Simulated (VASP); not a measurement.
Write the native input for VASP 6.6.1 that does the following.

```
Task                   : electric field gradients
Functional             : PBE
Potentials or basis    : VASP PAW PBE potentials, release 64 (Sr_sv, Ti_sv, O)
Cutoff                 : 520 eV
k mesh                 : 8 × 8 × 8
Occupations            : fermi-dirac, width 0.02 eV
Spin                   : non-collinear spin, zero start, spin-orbit coupling
Starting moments       : [[0.0, 0.0, 0.0], [0.0, 0.0, 0.0], [0.0, 0.0, 0.0], [0.0, 0.0, 0.0], [0.0, 0.0, 0.0]] μB
Dipole correction      : no
Further INCAR settings : ALGO = Normal; EDIFF = 1e-08; NBANDS = 55
```

The structure of SrTiO3 lies in POSCAR:

```
SrTiO3
1.0
    3.9050000000      0.0000000000      0.0000000000
    0.0000000000      3.9050000000      0.0000000000
    0.0000000000      0.0000000000      3.9050000000
Sr Ti O
1 1 3
Direct
    0.0000000000      0.0000000000      0.0000000000
    0.5000000000      0.5000000000      0.5000000000
    0.0000000000      0.5000000000      0.5000000000
    0.5000000000      0.0000000000      0.5000000000
    0.5000000000      0.5000000000      0.0000000000
```

These files were run (other wordings do the same):

INCAR

```
SYSTEM = SrTiO3
ALGO = Normal
EDIFF = 1E-8
ENCUT = 520
GGA = PE
GGA_COMPAT = .False.
ISIF = 2
ISMEAR = -1
LASPH = .True.
LCHARG = .False.
LEFG = .True.
LMAXMIX = 4
LORBIT = 11
LORBMOM = .True.
LREAL = .False.
LSORBIT = .True.
LWAVE = .False.
MAGMOM = 0 0 0 0 0 0 0 0 0 0 0 0 0 0 0
NBANDS = 55
NELM = 200
PREC = Accurate
SIGMA = 0.02
```

KPOINTS

```
k-points
0
Gamma
  8 8 8
  0 0 0
```

Potentials or basis: VASP PAW PBE potentials, release 64 (Sr_sv, Ti_sv, O).

The run is started by

```bash
$ cat potpaw_PBE.64/Sr_sv/POTCAR potpaw_PBE.64/Ti_sv/POTCAR potpaw_PBE.64/O/POTCAR > POTCAR
$ mpirun -np 1 vasp_ncl > vasp.out
```

Results of the run:

```
Pressure                                              : 5.0 GPa
Net moment                                            : 0.00 μB per cell
Largest electric field gradient by atom               : Sr -0.0; Ti -0.0; O +11.4 V/Å²
Valence electrons inside the program's atomic spheres : Sr 8.02; Ti 10.31; O 5.06
```

Caveat: the cell stands under pressure; without QUAD_EFG the Cq values of the log hold for a quadrupole moment of 1 mb, not for the nuclei.

Wall time 7.1 min on 1 thread of AMD EPYC 7R43 64-Core Processor (Zen 3) (shared host), peak memory 0.36 GiB.
